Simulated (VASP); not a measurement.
# AlN (F-43m) in VASP: a series of runs

The runs below take AlN through single point, with PBE, PBEsol.

Program: VASP 6.6.1. These are calculated values, not measurements. Logs are shortened: lines on timing, memory, paths and dates and some standing lists are left out, and cuts for length are marked.

**1. The cell of the first run**

Symmetry: F-43m, No. 216, cubic system. The conventional cell has a = 4.370 Å, b = 4.370 Å, c = 4.370 Å, α = 90.00°, β = 90.00°, γ = 90.00°. Al (site symmetry -43m) has 4 N at 1.89 Å within 2.5 Å. Within 2.5 Å of N (site symmetry -43m) lie 4 Al at 1.89 Å.

**2. Single point, PBE**

INCAR

```
PREC = Accurate
ENCUT = 520
EDIFF = 1E-6
ISMEAR = 0
SIGMA = 0.01
LREAL = False
LASPH = True
NELM = 60
ALGO = Normal
ISIF = 2
LWAVE = False
LCHARG = False
GGA = PE
NBANDS = 11
```

KPOINTS

```
Automatic mesh
0
Gamma
  8 8 8
```

POSCAR

```
AlN
1.0
    0.0000000000      2.1848764127      2.1848764127
    2.1848764127      0.0000000000      2.1848764127
    2.1848764127      2.1848764127      0.0000000000
Al N
1 1
Direct
    0.0000000000      0.0000000000      0.0000000000
    0.2500000000      0.2500000000      0.2500000000
```

Potentials or basis: VASP PAW PBE potentials, release 64 (Al, N).

The run is started by

```sh
cat potpaw_PBE.64/Al/POTCAR potpaw_PBE.64/N/POTCAR > POTCAR
mpirun -np 1 vasp_std > vasp.out
```

OUTCAR:

```text
PREC = Accurate
   ENCUT = 520
   EDIFF = 1E-6
   ISMEAR = 0
   LREAL = False
   LASPH = True
   NELM = 60
   ISIF = 2
   GGA = PE

 ion  position               nearest neighbor table
   1  0.000  0.000  0.000-   2 1.89   2 1.89   2 1.89   2 1.89
   2  0.250  0.250  0.250-   1 1.89   1 1.89   1 1.89   1 1.89

  LATTYP: Found a face centered cubic cell.
 ALAT       =     4.3697528254

  Lattice vectors:

 A1 = (   0.0000000000,   2.1848764127,   2.1848764127)
 A2 = (   2.1848764127,   0.0000000000,   2.1848764127)
 A3 = (   2.1848764127,   2.1848764127,   0.0000000000)

Analysis of symmetry for initial positions (statically):
=====================================================================
 Subroutine PRICEL returns:
 Original cell was already a primitive cell.

 Routine SETGRP: Setting up the symmetry group for a
 face centered cubic supercell.

 Subroutine GETGRP returns: Found 24 space group operations
 (whereof 24 operations were pure point group operations)
 out of a pool of 48 trial point group operations.

The static configuration has the point symmetry T_d .

Analysis of symmetry for dynamics (positions and initial velocities):
=====================================================================
 Subroutine PRICEL returns:
 Original cell was already a primitive cell.

 Routine SETGRP: Setting up the symmetry group for a
 face centered cubic supercell.

 Subroutine GETGRP returns: Found 24 space group operations
 (whereof 24 operations were pure point group operations)
 out of a pool of 48 trial point group operations.

The dynamic configuration has the point symmetry T_d .

 Subroutine INISYM returns: Found 24 space group operations
 (whereof 24 operations are pure point group operations),
 and found     1 'primitive' translations

----------------------------------------------------------------------------------------

                                     Primitive cell

  volume of cell :      20.8598

  direct lattice vectors                    reciprocal lattice vectors
     0.000000000  2.184876413  2.184876413    -0.228845896  0.228845896  0.228845896
     2.184876413  0.000000000  2.184876413     0.228845896 -0.228845896  0.228845896
     2.184876413  2.184876413  0.000000000     0.228845896  0.228845896 -0.228845896

  length of vectors
     3.089881855  3.089881855  3.089881855     0.396372719  0.396372719  0.396372719

  position of ions in fractional coordinates (direct lattice)
     0.000000000  0.000000000  0.000000000
     0.250000000  0.250000000  0.250000000

  ion indices of the primitive-cell ions
   primitive index   ion index
                 1           1
                 2           2

----------------------------------------------------------------------------------------

 KPOINTS: Automatic mesh

Automatic generation of k-mesh.
 Grid dimensions read from file:
 generate k-points for:    8    8    8

 Generating k-lattice:

  Cartesian coordinates                     Fractional coordinates (reciprocal lattice)
    -0.028605737  0.028605737  0.028605737     0.125000000  0.000000000  0.000000000
     0.028605737 -0.028605737  0.028605737     0.000000000  0.125000000  0.000000000
     0.028605737  0.028605737 -0.028605737     0.000000000  0.000000000  0.125000000

  Length of vectors
     0.049546590  0.049546590  0.049546590

  Shift w.r.t. Gamma in fractional coordinates (k-lattice)
     0.000000000  0.000000000  0.000000000

 Subroutine IBZKPT returns following result:
 ===========================================

 Found     29 irreducible k-points:

 Following reciprocal coordinates:
            Coordinates               Weight
  0.000000  0.000000  0.000000      1.000000
  0.125000  0.000000  0.000000      8.000000
  0.250000  0.000000  0.000000      8.000000
  0.375000  0.000000  0.000000      8.000000
  0.500000  0.000000  0.000000      4.000000
  0.125000  0.125000  0.000000      6.000000
[... 16 lines left out ...]
  0.500000  0.250000  0.125000     48.000000
 -0.375000  0.250000  0.125000     24.000000
 [... further k-points ...]
   k-points           NKPTS =     29   k-points in BZ     NKDIM =     29   number of bands    NBANDS=     11
   number of dos      NEDOS =    301   number of ions     NIONS =      2
   total plane-waves  NPLWV =  13824
   dimension x,y,z NGX =    24 NGY =   24 NGZ =   24
   dimension x,y,z NGXF=    48 NGYF=   48 NGZF=   48
   ions per type =               1   1
   NGX,Y,Z   is equivalent  to a cutoff of  12.91, 12.91, 12.91 a.u.
   NGXF,Y,Z  is equivalent  to a cutoff of  25.83, 25.83, 25.83 a.u.
 SYSTEM =  unknown system
   PREC   = accura    normal or accurate (medium, high low for compatibility)
   ISTART =      0    job   : 0-new  1-cont  2-samecut
   ICHARG =      2    charge: 1-file 2-atom 10-const
   ISPIN  =      1    spin polarized calculation?
   LNONCOLLINEAR =      F non collinear calculations
   LSORBIT =      F    spin-orbit coupling
   LASPH  =      T    aspherical Exc in radial PAW
   ENCUT  =  520.0 eV  38.22 Ry    6.18 a.u.   5.75  5.75  5.75*2*pi/ulx,y,z
   NELM   =     60;   NELMIN=  2; NELMDL= -5     # of ELM steps
   EDIFF  = 0.1E-05   stopping-criterion for ELM
   LREAL  =      F    real-space projection
   EDIFFG = 0.1E-04   stopping-criterion for IOM
   NSW    =      0    number of steps for IOM
   IBRION =     -1    ionic relax: 0-MD 1-quasi-New 2-CG
   NFREE  =      0    steps in history (QN), initial steepest desc. (CG)
   ISIF   =      2    stress and relaxation
   ISYM   =      2    0-nonsym 1-usesym 2-fastsym
   POTIM  = 0.5000    time-step for ionic-motion
   TEBEG  =    0.0;   TEEND  =   0.0 temperature during run
   PSTRESS=    0.0 pullay stress
   NELECT =       8.0000    total number of electrons
   NUPDOWN=      -1.0000    fix difference up-down
   EMIN   =  10.00;   EMAX   =-10.00  energy-range for DOS
   EFERMI =   0.00;   METHOD = LEGACY
   ISMEAR =     0;   SIGMA  =   0.01  broadening in eV -4-tet -1-fermi 0-gaus
   EFERMI_NEDOS =   21; number of points for ismear=-14 and -15
   IALGO  =     38    algorithm
   IMIX   =      4    mixing-type and parameters
     AMIX     =   0.40;   BMIX     =  1.00
     AMIX_MAG =   1.60;   BMIX_MAG =  1.00
  volume/ion in A,a.u.               =      10.43        70.38
  Fermi-wavevector in a.u.,A,eV,Ry     =   1.189418  2.247675 19.248378  1.414716
  Thomas-Fermi vector in A             =   2.325526
   LORBIT       =      0    0 simple, 1 ext, 2 COOP (PROOUT), +10 PAW based schemes
   GGA     = PE    functional components
   LHFCALC =     F    Hartree Fock is set to
   AEXX    =    0.0000 exact exchange contribution
   IVDW    =     0    specifies the selected vdW correction
   LEPSILON=     F    determine dielectric tensor
   LRPA    =     F    only Hartree local field effects (RPA)
 non-spin polarized calculation
 Gauss-broadening in eV      SIGMA  =   0.01
  energy-cutoff  :      520.00
  volume of cell :       20.86
 maximum number of plane-waves:       588
   NGX = 11   NGY = 11   NGZ = 11

 number of electron       8.0000000 magnetization

 Free energy of the ion-electron system (eV)
  ---------------------------------------------------
  ext. energy  EPLUGINS =         0.00000000
  ---------------------------------------------------
  free energy    TOTEN  =       -14.84104567 eV

  energy without entropy =      -14.84104567  energy(sigma->0) =      -14.84104567

 E-fermi :   6.0256     XC(G=0): -10.9283

 val. band max:        5.9587610158   @ k =   0.0000   0.0000   0.0000
 cond. band min:       9.2757192851   @ k =   0.5000   0.5000   0.0000
 fundamental gap:      3.3169582692
 Fermi energy:         6.0256388532

 k-point     1 :       0.0000    0.0000    0.0000
  band No.  band energies     occupation
      1      -9.0149      2.00000
      2       5.9588      2.00000
      3       5.9588      2.00000
      4       5.9588      2.00000
      5      10.1439      0.00000
      6      18.5070      0.00000
      7      18.5070      0.00000
      8      18.5070      0.00000
      9      23.6376      0.00000
     10      23.6376      0.00000
     11      25.0371      0.00000

 k-point     2 :       0.1250    0.0000    0.0000
  band No.  band energies     occupation
      1      -8.7882      2.00000
      2       4.7794      2.00000
      3       5.8802      2.00000
      4       5.8802      2.00000
      5      11.0860      0.00000
      6      17.9339      0.00000
      7      18.6794      0.00000
      8      18.6794      0.00000
      9      22.1000      0.00000
     10      22.1000      0.00000
     11      23.9888      0.00000

 k-point     3 :       0.2500    0.0000    0.0000
  band No.  band energies     occupation
      1      -8.1659      2.00000
      2       2.7011      2.00000
      3       5.7033      2.00000
      4       5.7033      2.00000
      5      12.4045      0.00000
      6      16.9182      0.00000
      7      18.2757      0.00000
      8      18.2757      0.00000
      9      22.2245      0.00000
     10      22.2245      0.00000
     11      23.1866      0.00000

 k-point     4 :       0.3750    0.0000    0.0000
  band No.  band energies     occupation
      1      -7.3795      2.00000
      2       0.8832      2.00000
      3       5.5421      2.00000
      4       5.5421      2.00000
      5      13.1281      0.00000
      6      16.1278      0.00000
      7      17.4354      0.00000
      8      17.4354      0.00000
      9      23.4771      0.00000
     10      24.2535      0.00000
     11      24.2535      0.00000
[... 239 lines left out ...]
 k-point    22 :       0.3750    0.2500    0.1250
  band No.  band energies     occupation
      1      -7.6656      2.00000
      2       2.3977      2.00000
      3       4.4836      2.00000
      4       5.3571      2.00000
      5      12.7613      0.00000
      6      16.4733      0.00000
      7      16.8050      0.00000
      8      19.2311      0.00000
      9      20.5981      0.00000
     10      25.0701      0.00000
     11      27.5840      0.00000

 k-point    23 :       0.5000    0.2500    0.1250
  band No.  band energies     occupation
      1      -6.9877      2.00000
      2       1.3412      2.00000
      3       3.8919      2.00000
      4       5.0295      2.00000
      5      12.9994      0.00000
      6      15.5884      0.00000
      7      17.4818      0.00000
      8      18.8344      0.00000
      9      21.9878      0.00000
     10      25.5981      0.00000
     11      27.7147      0.00000

 k-point    24 :      -0.3750    0.2500    0.1250
  band No.  band energies     occupation
      1      -6.6512      2.00000
      2       0.8234      2.00000
      3       3.7376      2.00000
      4       4.8432      2.00000
      5      13.0566      0.00000
      6      15.2026      0.00000
      7      18.1183      0.00000
      8      18.6339      0.00000
      9      23.1221      0.00000
     10      24.7185      0.00000
     11      27.9836      0.00000

 [... further k-points ...]

------------------------ aborting loop because EDIFF is reached ----------------------------------------

  FORCE on cell =-STRESS in cart. coord.  units (eV):
  Direction    XX          YY          ZZ          XY          YZ          ZX
  --------------------------------------------------------------------------------------
  -------------------------------------------------------------------------------------
  Total        0.5634332      0.5634332      0.5634332      0.0000000     -0.0000000      0.0000000
  in kB       43.2755280     43.2755280     43.2755280      0.0000000     -0.0000000      0.0000000
  external PRESSURE =      43.2755280 kB  Pullay stress =       0.0000000 kB

 VOLUME and BASIS-vectors are now :
 -----------------------------------------------------------------------------
  energy-cutoff  :      520.00
  volume of cell :       20.86
      direct lattice vectors                 reciprocal lattice vectors
     0.000000000  2.184876413  2.184876413    -0.228845896  0.228845896  0.228845896
     2.184876413  0.000000000  2.184876413     0.228845896 -0.228845896  0.228845896
     2.184876413  2.184876413  0.000000000     0.228845896  0.228845896 -0.228845896

 POSITION                                       TOTAL-FORCE (eV/Angst)
 -----------------------------------------------------------------------------------
      0.00000      0.00000      0.00000        -0.000000     -0.000000     -0.000000
      1.09244      1.09244      1.09244         0.000000      0.000000      0.000000
 -----------------------------------------------------------------------------------
    total drift:                                0.000000      0.000000      0.000000

  FREE ENERGIE OF THE ION-ELECTRON SYSTEM (eV)
  ---------------------------------------------------
  free  energy   TOTEN  =       -14.8410456742 eV

  energy  without entropy=      -14.8410456742  energy(sigma->0) =      -14.84104567
```

It used 7.9 s of CPU time on 1 thread of Intel Xeon 6975P-C, on a shared host.

What came out:

```yaml
Free_energy: -14.8410 eV
Pressure: 4.3 GPa
Band_gap_on_the_k_mesh: 3.32 eV, indirect (least direct gap 4.19 eV)
```

Levels at points of the mesh, in eV from the valence-band top:
| k point | band 1 | band 2 | band 3 | band 4 | band 5 | band 6 | band 7 | band 8 | band 9 |
| --- | --- | --- | --- | --- | --- | --- | --- | --- | --- |
| (0.00, 0.00, 0.00) | -14.97 | 0.00 | 0.00 | 0.00 | 4.19 | 12.55 | 12.55 | 12.55 | 17.68 |
| (0.50, 0.00, 0.00) | -12.93 | -5.85 | -0.48 | -0.48 | 7.37 | 9.86 | 11.14 | 11.14 | 17.97 |
| (0.50, 0.50, 0.00) | -12.30 | -4.90 | -1.77 | -1.77 | 3.32 | 8.61 | 13.94 | 15.72 | 15.72 |

**3. Single point, PBE**

INCAR

```
SYSTEM = AlN
PREC = Accurate
ENCUT = 520
EDIFF = 1E-6
ISMEAR = 0
SIGMA = 0.01
LREAL = .FALSE.
LASPH = .TRUE.
NELM = 60
ALGO = Normal
ISIF = 2
LWAVE = .FALSE.
LCHARG = .FALSE.
GGA = PE
NBANDS = 11
```

KPOINTS

```
regular mesh
0
G
  8 8 8
  0 0 0
```

POSCAR is that of step 2.

Potentials or basis: VASP PAW PBE potentials, release 64 (Al, N).

The run is started by

```sh
cat potpaw_PBE.64/Al/POTCAR potpaw_PBE.64/N/POTCAR > POTCAR
mpirun -np 1 vasp_std > vasp.out
```

OUTCAR:

```text
SYSTEM = AlN
   PREC = Accurate
   ENCUT = 520
   EDIFF = 1E-6
   ISMEAR = 0
   LREAL = .FALSE.
   LASPH = .TRUE.
   NELM = 60
   ISIF = 2
   GGA = PE

 ion  position               nearest neighbor table
   1  0.000  0.000  0.000-   2 1.89   2 1.89   2 1.89   2 1.89
   2  0.250  0.250  0.250-   1 1.89   1 1.89   1 1.89   1 1.89

  LATTYP: Found a face centered cubic cell.
 ALAT       =     4.3697528254

  Lattice vectors:

 A1 = (   0.0000000000,   2.1848764127,   2.1848764127)
[... 521 lines left out ...]

------------------------ aborting loop because EDIFF is reached ----------------------------------------

  FORCE on cell =-STRESS in cart. coord.  units (eV):
  Direction    XX          YY          ZZ          XY          YZ          ZX
  --------------------------------------------------------------------------------------
  -------------------------------------------------------------------------------------
  Total        0.5634332      0.5634332      0.5634332      0.0000000     -0.0000000      0.0000000
  in kB       43.2755280     43.2755280     43.2755280      0.0000000     -0.0000000      0.0000000
  external PRESSURE =      43.2755280 kB  Pullay stress =       0.0000000 kB

 VOLUME and BASIS-vectors are now :
 -----------------------------------------------------------------------------
  energy-cutoff  :      520.00
  volume of cell :       20.86
      direct lattice vectors                 reciprocal lattice vectors
     0.000000000  2.184876413  2.184876413    -0.228845896  0.228845896  0.228845896
     2.184876413  0.000000000  2.184876413     0.228845896 -0.228845896  0.228845896
     2.184876413  2.184876413  0.000000000     0.228845896  0.228845896 -0.228845896

 POSITION                                       TOTAL-FORCE (eV/Angst)
 -----------------------------------------------------------------------------------
      0.00000      0.00000      0.00000        -0.000000     -0.000000     -0.000000
      1.09244      1.09244      1.09244         0.000000      0.000000      0.000000
 -----------------------------------------------------------------------------------
    total drift:                                0.000000      0.000000      0.000000

  FREE ENERGIE OF THE ION-ELECTRON SYSTEM (eV)
  ---------------------------------------------------
  free  energy   TOTEN  =       -14.8410456742 eV

  energy  without entropy=      -14.8410456742  energy(sigma->0) =      -14.84104567
```

stdout:

```text
POSCAR found type information on POSCAR AlN
 POSCAR found :  2 types and       2 ions
 scaLAPACK will be used
 LDA part: xc-table for (Slater+PW92), standard interpolation
 POSCAR, INCAR and KPOINTS ok, starting setup
 FFT: planning ... GRIDC
 FFT: planning ... GRID_SOFT
 FFT: planning ... GRID
 WAVECAR not read
 entering main loop
```

It used 8.1 s of CPU time on 1 thread of Intel Xeon 6975P-C, with other jobs on the host.

Results:

```
Free energy            : -14.8410 eV
Pressure               : 4.3 GPa
Band gap on the k mesh : 3.32 eV, indirect (least direct gap 4.19 eV)
```

Levels at points of the mesh, in eV from the valence-band top:
```
           k point  band 2  band 3  band 4  band 5  band 6  band 7
(0.00, 0.00, 0.00)    0.00    0.00    0.00    4.19   12.55   12.55
(0.50, 0.00, 0.00)   -5.85   -0.48   -0.48    7.37    9.86   11.14
(0.50, 0.50, 0.00)   -4.90   -1.77   -1.77    3.32    8.61   13.94
```

A k mesh can miss the band edges. PBE gaps usually lie below the measured ones, often by a third to a half.

**4. Single point, PBEsol**

INCAR

```
SYSTEM = AlN
ALGO = Normal
EDIFF = 1E-7
ENCUT = 520
GGA = PS
ISIF = 2
ISMEAR = 0
LASPH = .True.
LCHARG = .True.
LELF = .True.
LREAL = .False.
LVHAR = .True.
LWAVE = .False.
NBANDS = 11
NELM = 100
PREC = Accurate
SIGMA = 0.01
```

KPOINTS

```
k-points
0
Gamma
  10 10 10
  0 0 0
```

POSCAR is that of step 3.

The run is started by

```sh
cat potpaw_PBE.64/Al/POTCAR potpaw_PBE.64/N/POTCAR > POTCAR
mpirun -np 1 vasp_std > vasp.out
```

It took 16 s on 1 thread of Intel Xeon 6975P-C, shared host; peak memory 0.13 GiB.

It converged, with:

```
Free energy            : -15.6109 eV
Pressure               : 1.1 GPa
Band gap on the k mesh : 3.19 eV, indirect (least direct gap 4.12 eV)
```

Levels at points of the mesh, in eV from the valence-band top:
| k point | band 2 | band 3 | band 4 | band 5 | band 6 | band 7 |
| --- | --- | --- | --- | --- | --- | --- |
| (0.00, 0.00, 0.00) | 0.00 | 0.00 | 0.00 | 4.12 | 12.46 | 12.46 |
| (0.50, 0.00, 0.00) | -5.91 | -0.48 | -0.48 | 7.28 | 9.76 | 11.03 |
| (0.50, 0.50, 0.00) | -4.94 | -1.79 | -1.79 | 3.19 | 8.47 | 13.86 |

Caveat: the PAW data sets were made with another functional, which shifts forces and pressure a little.
